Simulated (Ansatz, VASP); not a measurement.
## Be16H in VASP and in Ansatz

```
CELL_PARAMETERS angstrom
-2.29000 -3.96640 0.00000
3.43500 -1.98320 0.00000
0.00000 0.00000 7.17686
ATOMIC_POSITIONS crystal
Be 0.75082 0.50163 0.99932
Be 0.50721 0.33913 0.25334
Be 0.75062 0.50133 0.50283
Be 0.50091 0.33536 0.75064
Be 0.50728 0.99430 0.99665
Be 0.25012 0.82570 0.25306
Be 0.50091 0.99856 0.49940
Be 0.25051 0.83794 0.74791
Be 0.25010 0.50892 0.99690
Be 0.99362 0.33836 0.25323
Be 0.25051 0.49626 0.50212
Be 0.00020 0.33534 0.75058
Be 0.99353 0.99508 0.99673
Be 0.75082 0.83221 0.25052
Be 0.00020 0.99859 0.49945
Be 0.75062 0.83242 0.74717
H 0.25157 0.16828 0.12539
```

Alike in both runs: functional PBE; k mesh 5 × 5 × 3; occupations gaussian, width 0.1 eV; no spin polarisation.

Ansatz relaxed the structure, and its values are those at the end. VASP's run is a single point on that final structure, the one shown.

|  | VASP | Ansatz |
| --- | --- | --- |
| version | VASP 6.6.1 | Ansatz 0.2.0 |
| potentials or method | VASP PAW PBE potentials, release 64 (Be, H), cutoff 520 eV | scalar-relativistic, plane waves, PAW |
| valence electrons in the cell | 33 | 33 |

|  | VASP | Ansatz | Ansatz less VASP |
| --- | --- | --- | --- |
| rms of the force components (eV/Å) | 0.004 | 0.004 | 0.0000 |
